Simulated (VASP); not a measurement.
# ZnS (R3m) in VASP: single point with PBE

Aim: the single point of ZnS with PBE.

All numbers are computed with VASP 6.6.1; they aren't measurements. Logs are shortened: lines on timing, memory, paths and dates and some standing lists are left out, and cuts for length are marked.

### Step 1. The cell of the first run

It takes space group R3m (No. 160, trigonal). The conventional cell has a = 3.806 Å, b = 3.806 Å, c = 28.056 Å, α = 90.00°, β = 90.00°, γ = 120.00°. Within 3.1 Å of Zn (site symmetry 3m) lie 4 S at 2.33 to 2.34 Å. Within 3.1 Å of Zn (site symmetry 3m) lie 4 S at 2.33 Å. Zn (site symmetry 3m) has 4 S at 2.33 to 2.34 Å within 3.1 Å. Within 3.1 Å of S (site symmetry 3m) lie 4 Zn at 2.33 to 2.34 Å. Within 3.1 Å of S (site symmetry 3m) lie 4 Zn at 2.33 to 2.34 Å. Within 3.1 Å of S (site symmetry 3m) lie 4 Zn at 2.33 Å.

### Step 2. Single point, PBE

File INCAR:

```
SYSTEM = ZnS
PREC     = Accurate       ! precision mode
ENCUT    = 520            ! plane-wave cutoff, eV
EDIFF    = 1E-6           ! SCF threshold, eV
ISMEAR   = 0              ! smearing method
SIGMA    = 0.1            ! smearing width, eV
LREAL    = Auto         
LASPH    = .TRUE.         ! aspherical terms in the spheres
NELM     = 100            ! most SCF steps
ALGO     = Normal         ! electronic algorithm
ISIF     = 2              ! what is computed and relaxed
LWAVE    = .FALSE.        ! write WAVECAR
LCHARG   = .TRUE.         ! write CHGCAR
GGA      = PE             ! functional
LELF     = .TRUE.         ! ELF
LVHAR    = .TRUE.       
NBANDS   = 96             ! bands
ISYM     = 0
```

File KPOINTS:

```
Automatic mesh
0
Gamma
  2 2 1
  0.5 0.5 0
```

File POSCAR:

```
ZnS
1.0
    0.0000000000     -6.5924320200      0.0000000000
    5.7092136021     -3.2962160100      0.0000000000
    0.0000000000     -2.1974773400      9.3519478348
Zn S
9 9
Direct
    0.6666955267      0.6666666667      0.9999134200
    0.3333621933      0.3333333333      0.9999134200
    0.0000288600      0.0000000000      0.9999134200
    0.4443972567      0.6666666667      0.6668082300
    0.1110639233      0.3333333333      0.6668082300
    0.7777305900      1.0000000000      0.6668082300
    0.2220532267      0.6666666667      0.3338403200
    0.8887198933      0.3333333333      0.3338403200
    0.5553865600      1.0000000000      0.3338403200
    0.5833994967      0.6666666667      0.2498015100
    0.2500661633      0.3333333333      0.2498015100
    0.9167328300      0.0000000000      0.2498015100
    0.1388243667      0.6666666667      0.5835269000
    0.8054910333      0.3333333333      0.5835269000
    0.4721577000      0.0000000000      0.5835269000
    0.3613041267      0.6666666667      0.9160876200
    0.0279707933      0.3333333333      0.9160876200
    0.6946374600      1.0000000000      0.9160876200
```

Potentials or basis: VASP PAW PBE potentials, release 64 (Zn, S).

Command:

```
cat potpaw_PBE.64/Zn/POTCAR potpaw_PBE.64/S/POTCAR > POTCAR
mpirun -np 1 vasp_std > vasp.out
```

OUTCAR:

```text
SYSTEM = ZnS
   PREC = Accurate
   ENCUT = 520
   EDIFF = 1E-6
   ISMEAR = 0
   LREAL = Auto
   LASPH = .TRUE.
   NELM = 100
   ISIF = 2
   GGA = PE
   ISYM = 0

 ion  position               nearest neighbor table
   1  0.667  0.667  1.000-  18 2.33  16 2.33  17 2.33  10 2.34
   2  0.333  0.333  1.000-  17 2.33  18 2.33  16 2.33  11 2.34
   3  0.000  0.000  1.000-  17 2.33  18 2.33  16 2.33  12 2.34
   4  0.444  0.667  0.667-  16 2.33  15 2.33  13 2.33  14 2.33
   5  0.111  0.333  0.667-  17 2.33  14 2.33  15 2.33  13 2.33
   6  0.778  0.000  0.667-  18 2.33  14 2.33  15 2.33  13 2.33
[... 10 lines left out ...]
  17  0.028  0.333  0.916-   5 2.33   3 2.33   2 2.33   1 2.33
  18  0.695  0.000  0.916-   6 2.33   1 2.33   3 2.33   2 2.33

IMPORTANT INFORMATION: All symmetrisations will be switched off!
NOSYMM: (Re-)initialisation of all symmetry stuff for point group C_1.

----------------------------------------------------------------------------------------

                                     Primitive cell

  volume of cell :     351.9849

  direct lattice vectors                    reciprocal lattice vectors
     0.000000000 -6.592432020  0.000000000    -0.087577736 -0.151689088 -0.035643199
     5.709213602 -3.296216010  0.000000000     0.175155471  0.000000000  0.000000000
     0.000000000 -2.197477340  9.351947835     0.000000000  0.000000000  0.106929596

  length of vectors
     6.592432020  6.592432020  9.606655764     0.178745285  0.175155471  0.106929596

  position of ions in fractional coordinates (direct lattice)
     0.666695527  0.666666667  0.999913420
     0.333362193  0.333333333  0.999913420
     0.000028860  0.000000000  0.999913420
     0.444397257  0.666666667  0.666808230
     0.111063923  0.333333333  0.666808230
     0.777730590  0.000000000  0.666808230
[... 10 lines left out ...]
     0.027970793  0.333333333  0.916087620
     0.694637460  0.000000000  0.916087620

  ion indices of the primitive-cell ions
   primitive index   ion index
                 1           1
                 2           2
                 3           3
                 4           4
                 5           5
                 6           6
[... 10 lines left out ...]
                17          17
                18          18

----------------------------------------------------------------------------------------

 KPOINTS: Automatic mesh

Automatic generation of k-mesh.
 Grid dimensions read from file:
 generate k-points for:    2    2    1

 Generating k-lattice:

  Cartesian coordinates                     Fractional coordinates (reciprocal lattice)
    -0.043788868 -0.075844544 -0.017821599     0.500000000  0.000000000  0.000000000
     0.087577736  0.000000000  0.000000000     0.000000000  0.500000000  0.000000000
     0.000000000  0.000000000  0.106929596     0.000000000  0.000000000  1.000000000

  Length of vectors
     0.089372642  0.087577736  0.106929596

  Shift w.r.t. Gamma in fractional coordinates (k-lattice)
     0.500000000  0.500000000  0.000000000

 Subroutine IBZKPT returns following result:
 ===========================================

 Found      4 irreducible k-points:

 Following reciprocal coordinates:
            Coordinates               Weight
  0.250000  0.250000  0.000000      2.000000
 -0.250000  0.000000 -0.000000      2.000000
 -0.250000  0.250000 -0.000000      2.000000
  0.250000  0.500000  0.000000      2.000000
   k-points           NKPTS =      4   k-points in BZ     NKDIM =      4   number of bands    NBANDS=     96
   number of dos      NEDOS =    301   number of ions     NIONS =     18
   total plane-waves  NPLWV = 180000
   dimension x,y,z NGX =    50 NGY =   50 NGZ =   72
   dimension x,y,z NGXF=   100 NGYF=  100 NGZF=  144
   ions per type =               9   9
   NGX,Y,Z   is equivalent  to a cutoff of  12.61, 12.61, 12.46 a.u.
   NGXF,Y,Z  is equivalent  to a cutoff of  25.22, 25.22, 24.92 a.u.
 SYSTEM =  ZnS
   PREC   = accura    normal or accurate (medium, high low for compatibility)
   ISTART =      0    job   : 0-new  1-cont  2-samecut
   ICHARG =      2    charge: 1-file 2-atom 10-const
   ISPIN  =      1    spin polarized calculation?
   LNONCOLLINEAR =      F non collinear calculations
   LSORBIT =      F    spin-orbit coupling
   LASPH  =      T    aspherical Exc in radial PAW
   ENCUT  =  520.0 eV  38.22 Ry    6.18 a.u.  12.26 12.26 17.86*2*pi/ulx,y,z
   NELM   =    100;   NELMIN=  2; NELMDL= -5     # of ELM steps
   EDIFF  = 0.1E-05   stopping-criterion for ELM
   LREAL  =      T    real-space projection
   EDIFFG = 0.1E-04   stopping-criterion for IOM
   NSW    =      0    number of steps for IOM
   IBRION =     -1    ionic relax: 0-MD 1-quasi-New 2-CG
   NFREE  =      0    steps in history (QN), initial steepest desc. (CG)
   ISIF   =      2    stress and relaxation
   ISYM   =      0    0-nonsym 1-usesym 2-fastsym
   POTIM  = 0.5000    time-step for ionic-motion
   TEBEG  =    0.0;   TEEND  =   0.0 temperature during run
   PSTRESS=    0.0 pullay stress
   NELECT =     162.0000    total number of electrons
   NUPDOWN=      -1.0000    fix difference up-down
   EMIN   =  10.00;   EMAX   =-10.00  energy-range for DOS
   EFERMI =   0.00;   METHOD = LEGACY
   ISMEAR =     0;   SIGMA  =   0.10  broadening in eV -4-tet -1-fermi 0-gaus
   EFERMI_NEDOS =   21; number of points for ismear=-14 and -15
   IALGO  =     38    algorithm
   IMIX   =      4    mixing-type and parameters
     AMIX     =   0.40;   BMIX     =  1.00
     AMIX_MAG =   1.60;   BMIX_MAG =  1.00
  volume/ion in A,a.u.               =      19.55       131.96
  Fermi-wavevector in a.u.,A,eV,Ry     =   1.263975  2.388566 21.737115  1.597633
  Thomas-Fermi vector in A             =   2.397304
   LORBIT       =      0    0 simple, 1 ext, 2 COOP (PROOUT), +10 PAW based schemes
   GGA     = PE    functional components
   LHFCALC =     F    Hartree Fock is set to
   AEXX    =    0.0000 exact exchange contribution
   IVDW    =     0    specifies the selected vdW correction
   LEPSILON=     F    determine dielectric tensor
   LRPA    =     F    only Hartree local field effects (RPA)
 non-spin polarized calculation
 Gauss-broadening in eV      SIGMA  =   0.10
  energy-cutoff  :      520.00
  volume of cell :      351.98
 maximum number of plane-waves:      9470
 NGX is ok and might be reduce to    50
   NGX = 25   NGY = 25   NGZ = 35

 number of electron     161.9999938 magnetization

 Free energy of the ion-electron system (eV)
  ---------------------------------------------------
  ext. energy  EPLUGINS =         0.00000000
  ---------------------------------------------------
  free energy    TOTEN  =       -61.64019673 eV

  energy without entropy =      -61.64019673  energy(sigma->0) =      -61.64019673

 E-fermi :   2.4813     XC(G=0):  -9.6698

 val. band max:        1.9950488559   @ k =  -0.2500   0.0000  -0.0000
 cond. band min:       5.3988241085   @ k =  -0.2500   0.0000  -0.0000
 fundamental gap:      3.4037752526
 Fermi energy:         2.4812829827

 k-point     1 :       0.2500    0.2500    0.0000
  band No.  band energies     occupation
      1     -10.8776      2.00000
      2     -10.3239      2.00000
      3     -10.1811      2.00000
      4     -10.0834      2.00000
      5     -10.0067      2.00000
      6      -9.9261      2.00000
[... 85 lines left out ...]
     92       7.7490      0.00000
     93       8.0366      0.00000

 k-point     2 :      -0.2500    0.0000   -0.0000
  band No.  band energies     occupation
      1     -10.8776      2.00000
      2     -10.3239      2.00000
      3     -10.1811      2.00000
      4     -10.0834      2.00000
      5     -10.0067      2.00000
      6      -9.9261      2.00000
[... 85 lines left out ...]
     92       7.7490      0.00000
     93       8.0366      0.00000

 k-point     3 :      -0.2500    0.2500   -0.0000
  band No.  band energies     occupation
      1     -10.6289      2.00000
      2     -10.2572      2.00000
      3     -10.2183      2.00000
      4     -10.1444      2.00000
      5     -10.0349      2.00000
      6     -10.0338      2.00000
[... 85 lines left out ...]
     92       7.3306      0.00000
     93       7.7240      0.00000

 k-point     4 :       0.2500    0.5000    0.0000
  band No.  band energies     occupation
      1     -10.6289      2.00000
      2     -10.2572      2.00000
      3     -10.2183      2.00000
      4     -10.1444      2.00000
      5     -10.0349      2.00000
      6     -10.0338      2.00000
[... 85 lines left out ...]
     92       7.3306      0.00000
     93       7.7240      0.00000
 [bands above 93 left out]

------------------------ aborting loop because EDIFF is reached ----------------------------------------

  FORCE on cell =-STRESS in cart. coord.  units (eV):
  Direction    XX          YY          ZZ          XY          YZ          ZX
  --------------------------------------------------------------------------------------
  -------------------------------------------------------------------------------------
  Total        5.8050230      5.9458376      4.2500529     -0.0001658     -0.4725137     -0.0000217
  in kB       26.4235096     27.0644743     19.3455417     -0.0007547     -2.1508048     -0.0000989
  external PRESSURE =      24.2778419 kB  Pullay stress =       0.0000000 kB

 VOLUME and BASIS-vectors are now :
 -----------------------------------------------------------------------------
  energy-cutoff  :      520.00
  volume of cell :      351.98
      direct lattice vectors                 reciprocal lattice vectors
     0.000000000 -6.592432020  0.000000000    -0.087577736 -0.151689088 -0.035643199
     5.709213602 -3.296216010  0.000000000     0.175155471  0.000000000  0.000000000
     0.000000000 -2.197477340  9.351947835     0.000000000  0.000000000  0.106929596

 POSITION                                       TOTAL-FORCE (eV/Angst)
 -----------------------------------------------------------------------------------
      3.80614     -8.78991      9.35114        -0.000635      0.010635      0.013184
      1.90307     -5.49369      9.35114         0.000652      0.010607      0.013191
      0.00000     -2.19748      9.35114         0.000010      0.010705      0.013066
      3.80614     -6.59243      6.23596        -0.000375      0.006049     -0.017844
      1.90307     -3.29622      6.23596         0.000386      0.006031     -0.017835
      0.00000     -6.59243      6.23596         0.000033      0.006691     -0.017703
[... 10 lines left out ...]
      1.90307     -3.29622      8.56720         0.000643     -0.002138      0.019042
      0.00000     -6.59243      8.56720        -0.000003     -0.004077      0.018837
 -----------------------------------------------------------------------------------
    total drift:                                0.000008      0.008662     -0.000578

  FREE ENERGIE OF THE ION-ELECTRON SYSTEM (eV)
  ---------------------------------------------------
  free  energy   TOTEN  =       -61.6401967302 eV

  energy  without entropy=      -61.6401967302  energy(sigma->0) =      -61.64019673
```

Wall time 3.5 min (1 thread of AMD EPYC 9R45 (Zen 5), shared host); peak memory 0.42 GiB.

Results:

```
Free energy            : -61.6402 eV
Pressure               : 2.4 GPa
Largest force          : 0.044 eV/Å
Band gap on the k mesh : 3.40 eV
```

Forces on the atoms (eV/Å):
```
Zn  -0.001  0.011  0.013
Zn   0.001  0.011  0.013
Zn   0.000  0.011  0.013
Zn   0.000  0.006 -0.018
Zn   0.000  0.006 -0.018
Zn   0.000  0.007 -0.018
Zn   0.000  0.015 -0.007
Zn   0.000  0.015 -0.007
Zn   0.000  0.014 -0.006
S    0.001  0.013  0.004
S   -0.001  0.013  0.004
S    0.000  0.012  0.003
S    0.001 -0.040 -0.012
S   -0.001 -0.040 -0.012
S    0.000 -0.042 -0.012
S   -0.001 -0.002  0.019
S    0.001 -0.002  0.019
S    0.000 -0.004  0.019
```

Stress tensor (GPa, compression positive):
```
 2.64  0.00  0.00
 0.00  2.71 -0.22
 0.00 -0.22  1.93
```

Levels at points of the mesh, in eV from the valence-band top:
| k point | band 79 | band 80 | band 81 | band 82 | band 83 | band 84 |
| --- | --- | --- | --- | --- | --- | --- |
| (0.25, 0.25, 0.00) | -0.66 | -0.09 | 0.00 | 3.40 | 4.21 | 4.37 |

Caveat: the k points lie up to 0.67 Å⁻¹ apart; a shifted mesh leaves out Γ, where band edges can lie. A k mesh can miss the band edges.
